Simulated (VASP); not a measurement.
# CsH (Fm-3m) in VASP: single point with LDA

Aim: the single point of CsH with LDA.

Program: VASP 6.6.1. These are calculated values, not measurements. Logs are shortened: lines on timing, memory, paths and dates and some standing lists are left out, and cuts for length are marked.

**1. The cell of the first run**

Symmetry: Fm-3m, No. 225, cubic system. The conventional cell has a = 6.061 Å, b = 6.061 Å, c = 6.061 Å, α = 90.00°, β = 90.00°, γ = 90.00°. Cs (site symmetry m-3m) has 6 H at 3.03 Å within 4.0 Å. H (site symmetry m-3m) has 6 Cs at 3.03 Å within 4.0 Å.

**2. Single point, LDA**

File INCAR:

```
ALGO = Normal
EDIFF = 1E-6
ENCUT = 520
ISIF = 2
ISMEAR = 0
LASPH = True
LCHARG = False
LREAL = False
LWAVE = False
NBANDS = 12
NELM = 80
PREC = Accurate
SIGMA = 0.05
```

File KPOINTS:

```
k-points
0
Gamma
  8 8 8
```

File POSCAR:

```
CsH
1.0
    4.0408971555      1.0102242889      1.0102242889
    1.0102242889      4.0408971555      1.0102242889
    1.0102242889      1.0102242889      4.0408971555
Cs H
1 1
Direct
    0.0000000000      0.0000000000      0.0000000000
    0.5000000000      0.5000000000      0.5000000000
```

Potentials or basis: VASP PAW LDA potentials, release 64 (Cs_sv, H).

The run is started by

```console
cat potpaw_LDA.64/Cs_sv/POTCAR potpaw_LDA.64/H/POTCAR > POTCAR
mpirun -np 1 vasp_std > vasp.out
```

OUTCAR:

```text
EDIFF = 1E-6
   ENCUT = 520
   ISIF = 2
   ISMEAR = 0
   LASPH = True
   LREAL = False
   NELM = 80
   PREC = Accurate

 ion  position               nearest neighbor table
   1  0.000  0.000  0.000-
   2  0.500  0.500  0.500-

  LATTYP: Found a face centered cubic cell.
 ALAT       =     6.0613457333

  Lattice vectors:

 A1 = (   4.0408971555,   1.0102242889,   1.0102242889)
 A2 = (   1.0102242889,   4.0408971555,   1.0102242889)
 A3 = (   1.0102242889,   1.0102242889,   4.0408971555)

Analysis of symmetry for initial positions (statically):
=====================================================================
 Subroutine PRICEL returns:
 Original cell was already a primitive cell.

 Routine SETGRP: Setting up the symmetry group for a
 face centered cubic supercell.

 Subroutine GETGRP returns: Found 48 space group operations
 (whereof 48 operations were pure point group operations)
 out of a pool of 48 trial point group operations.

The static configuration has the point symmetry O_h .

Analysis of symmetry for dynamics (positions and initial velocities):
=====================================================================
 Subroutine PRICEL returns:
 Original cell was already a primitive cell.

 Routine SETGRP: Setting up the symmetry group for a
 face centered cubic supercell.

 Subroutine GETGRP returns: Found 48 space group operations
 (whereof 48 operations were pure point group operations)
 out of a pool of 48 trial point group operations.

The dynamic configuration has the point symmetry O_h .

 Subroutine INISYM returns: Found 48 space group operations
 (whereof 48 operations are pure point group operations),
 and found     1 'primitive' translations

----------------------------------------------------------------------------------------

                                     Primitive cell

  volume of cell :      55.6733

  direct lattice vectors                    reciprocal lattice vectors
     4.040897155  1.010224289  1.010224289     0.274966441 -0.054993288 -0.054993288
     1.010224289  4.040897155  1.010224289    -0.054993288  0.274966441 -0.054993288
     1.010224289  1.010224289  4.040897155    -0.054993288 -0.054993288  0.274966441

  length of vectors
     4.286018671  4.286018671  4.286018671     0.285753508  0.285753508  0.285753508

  position of ions in fractional coordinates (direct lattice)
     0.000000000  0.000000000  0.000000000
     0.500000000  0.500000000  0.500000000

  ion indices of the primitive-cell ions
[... 79 lines left out ...]
   IBRION =     -1    ionic relax: 0-MD 1-quasi-New 2-CG
   NFREE  =      0    steps in history (QN), initial steepest desc. (CG)
   ISIF   =      2    stress and relaxation
   ISYM   =      2    0-nonsym 1-usesym 2-fastsym
   POTIM  = 0.5000    time-step for ionic-motion
   TEBEG  =    0.0;   TEEND  =   0.0 temperature during run
   PSTRESS=    0.0 pullay stress
   NELECT =      10.0000    total number of electrons
   NUPDOWN=      -1.0000    fix difference up-down
   EMIN   =  10.00;   EMAX   =-10.00  energy-range for DOS
   EFERMI =   0.00;   METHOD = LEGACY
   ISMEAR =     0;   SIGMA  =   0.05  broadening in eV -4-tet -1-fermi 0-gaus
   EFERMI_NEDOS =   21; number of points for ismear=-14 and -15
   IALGO  =     38    algorithm
   IMIX   =      4    mixing-type and parameters
     AMIX     =   0.40;   BMIX     =  1.00
     AMIX_MAG =   1.60;   BMIX_MAG =  1.00
  volume/ion in A,a.u.               =      27.84       187.85
  Fermi-wavevector in a.u.,A,eV,Ry     =   0.923689  1.745519 11.608509  0.853201
  Thomas-Fermi vector in A             =   2.049353
   LORBIT       =      0    0 simple, 1 ext, 2 COOP (PROOUT), +10 PAW based schemes
   GGA     = CA    functional components
   LHFCALC =     F    Hartree Fock is set to
   AEXX    =    0.0000 exact exchange contribution
   IVDW    =     0    specifies the selected vdW correction
   LEPSILON=     F    determine dielectric tensor
   LRPA    =     F    only Hartree local field effects (RPA)
 non-spin polarized calculation
 Gauss-broadening in eV      SIGMA  =   0.05
  energy-cutoff  :      520.00
  volume of cell :       55.67
 maximum number of plane-waves:      1524
   NGX = 15   NGY = 15   NGZ = 15

 number of electron      10.0000002 magnetization

 Free energy of the ion-electron system (eV)
  ---------------------------------------------------
  ext. energy  EPLUGINS =         0.00000000
  ---------------------------------------------------
  free energy    TOTEN  =        -4.92200388 eV

  energy without entropy =       -4.92200388  energy(sigma->0) =       -4.92200388

 E-fermi :   1.1431     XC(G=0):  -8.0916

 val. band max:        0.8657910890   @ k =   0.5000   0.0000   0.0000
 cond. band min:       2.5559719178   @ k =   0.5000   0.0000   0.0000
 fundamental gap:      1.6901808288
 Fermi energy:         1.1430862085

 k-point     1 :       0.0000    0.0000    0.0000
  band No.  band energies     occupation
      1     -20.7313      2.00000
      2      -6.9803      2.00000
      3      -6.9803      2.00000
      4      -6.9803      2.00000
      5      -1.3577      2.00000
      6       5.7813      0.00000
      7       5.7813      0.00000
      8       5.7813      0.00000
      9       7.0493      0.00000
     10       7.8994      0.00000
     11       7.8994      0.00000
     12       9.4597      0.00000
[... 331 lines left out ...]
 k-point    24 :      -0.3750    0.2500    0.1250
  band No.  band energies     occupation
      1     -20.5615      2.00000
      2      -8.1092      2.00000
      3      -7.4666      2.00000
      4      -7.2369      2.00000
      5       0.2566      2.00000
      6       3.4923      0.00000
      7       5.1416      0.00000
      8       6.0652      0.00000
      9       8.4846      0.00000
     10       8.6641      0.00000
     11      10.5151      0.00000
     12      10.6880      0.00000

 [... further k-points ...]
[... 5 lines left out ...]
  --------------------------------------------------------------------------------------
  -------------------------------------------------------------------------------------
  Total        0.0990738      0.0990738      0.0990738      0.0000000      0.0000000      0.0000000
  in kB        2.8511645      2.8511645      2.8511645      0.0000000      0.0000000      0.0000000
  external PRESSURE =       2.8511645 kB  Pullay stress =       0.0000000 kB

 VOLUME and BASIS-vectors are now :
 -----------------------------------------------------------------------------
  energy-cutoff  :      520.00
  volume of cell :       55.67
      direct lattice vectors                 reciprocal lattice vectors
     4.040897155  1.010224289  1.010224289     0.274966441 -0.054993288 -0.054993288
     1.010224289  4.040897155  1.010224289    -0.054993288  0.274966441 -0.054993288
     1.010224289  1.010224289  4.040897155    -0.054993288 -0.054993288  0.274966441

 POSITION                                       TOTAL-FORCE (eV/Angst)
 -----------------------------------------------------------------------------------
      0.00000      0.00000      0.00000         0.000000      0.000000      0.000000
      3.03067      3.03067      3.03067        -0.000000     -0.000000     -0.000000
 -----------------------------------------------------------------------------------
    total drift:                               -0.000000      0.000000      0.000000

  FREE ENERGIE OF THE ION-ELECTRON SYSTEM (eV)
  ---------------------------------------------------
  free  energy   TOTEN  =        -4.9220038816 eV

  energy  without entropy=       -4.9220038816  energy(sigma->0) =       -4.92200388
```

OSZICAR:

```text
N       E                     dE             d eps       ncg     rms          rms(c)
DAV:   1     0.411732500487E+02    0.41173E+02   -0.44426E+03   696   0.715E+02
DAV:   2    -0.255485063981E+01   -0.43728E+02   -0.40988E+02   844   0.114E+02
DAV:   3    -0.574117640725E+01   -0.31863E+01   -0.31795E+01   884   0.328E+01
DAV:   4    -0.576378839773E+01   -0.22612E-01   -0.22610E-01   768   0.312E+00
DAV:   5    -0.576387039681E+01   -0.81999E-04   -0.81998E-04   880   0.193E-01    0.367E+00
DAV:   6    -0.507383314344E+01    0.69004E+00   -0.51618E-01   800   0.305E+00    0.155E+00
DAV:   7    -0.491700104298E+01    0.15683E+00   -0.53145E-01   816   0.267E+00    0.576E-01
DAV:   8    -0.492716605455E+01   -0.10165E-01   -0.55447E-02   756   0.107E+00    0.285E-01
DAV:   9    -0.492196478208E+01    0.52013E-02   -0.10306E-02   788   0.454E-01    0.355E-02
DAV:  10    -0.492203172070E+01   -0.66939E-04   -0.13119E-03   772   0.150E-01    0.342E-02
DAV:  11    -0.492200530025E+01    0.26420E-04   -0.12222E-04   760   0.435E-02    0.861E-03
DAV:  12    -0.492200379143E+01    0.15088E-05   -0.13182E-05   800   0.171E-02    0.111E-03
DAV:  13    -0.492200388157E+01   -0.90139E-07   -0.68139E-07   616   0.398E-03
   1 F= -.49220039E+01 E0= -.49220039E+01  d E =-.967331E-17
```

stdout:

```text
POSCAR found type information on POSCAR CsH
 POSCAR found :  2 types and       2 ions
 scaLAPACK will be used
 LDA part: xc-table for (Slater(with rela. corr.)+CA(PZ))
 , standard interpolation
 POSCAR, INCAR and KPOINTS ok, starting setup
 FFT: planning ... GRIDC
 FFT: planning ... GRID_SOFT
 FFT: planning ... GRID
 WAVECAR not read
 entering main loop
```

It took 7.9 s on 1 thread of AMD EPYC 9R45 (Zen 5), shared host; peak memory 0.13 GiB.

What came out:

- Free energy: -4.9220 eV
- Pressure: 0.3 GPa
- Band gap on the k mesh: 1.69 eV, direct

Caveat: spin-orbit coupling is left out, which moves the levels of the heavy elements. A k mesh can miss the band edges.
